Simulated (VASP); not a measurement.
Wanted: the native input for a VASP 6.6.1 run.

```
Task                   : single point
Functional             : PBEsol
Potentials or basis    : VASP PAW PBE potentials, release 64 (Fe)
Cutoff                 : 520 eV
k mesh                 : 20 × 20 × 6
Occupations            : fermi-dirac, width 0.1 eV
Spin                   : no spin polarisation
Dipole correction      : no
Further INCAR settings : ALGO = Normal; EDIFF = 1e-07; NBANDS = 24
```

The structure of Fe lies in POSCAR:

```
Fe
1.0
    2.3531623478      0.0000000000      0.0000000000
   -1.1765811739      2.0378983724      0.0000000000
    0.0000000000      0.0000000000      7.5748042672
Fe
4
Direct
    0.0000000000      1.0000000000      0.0000000000
    0.0000000000      1.0000000000      0.5000000000
    0.3333333333      0.6666666667      0.2500000000
    0.6666666667      0.3333333333      0.7500000000
```

This isn't the form of Fe at room conditions, which is bcc.

One way to write it, as run:

INCAR

```
ALGO = Normal
EDIFF = 1E-7
ENCUT = 520
GGA = PS
ISIF = 2
ISMEAR = -1
LASPH = True
LCHARG = True
LELF = True
LREAL = False
LVHAR = True
LWAVE = False
NBANDS = 24
NELM = 60
PREC = Accurate
SIGMA = 0.1
```

KPOINTS

```
k-points
0
Gamma
  20 20 6
```

Potentials or basis: VASP PAW PBE potentials, release 64 (Fe).

Launch:

```sh
$ cat potpaw_PBE.64/Fe/POTCAR > POTCAR
$ mpirun -np 1 vasp_std > vasp.out
```

It gave:

The pressure is 31.5 GPa and the band gap on the k mesh is zero (bands 16 and 17 overlap by 2.03 eV).

Caveat: the cell stands under pressure; the PAW data sets were made with another functional, which shifts forces and pressure a little; the run has no spin polarisation, though such a crystal can be magnetic.

Run time: 2.1 min on 1 thread of Intel(R) Xeon(R) Platinum 8375C CPU @ 2.90GHz (Ice Lake) (shared host), peak memory 0.24 GiB.
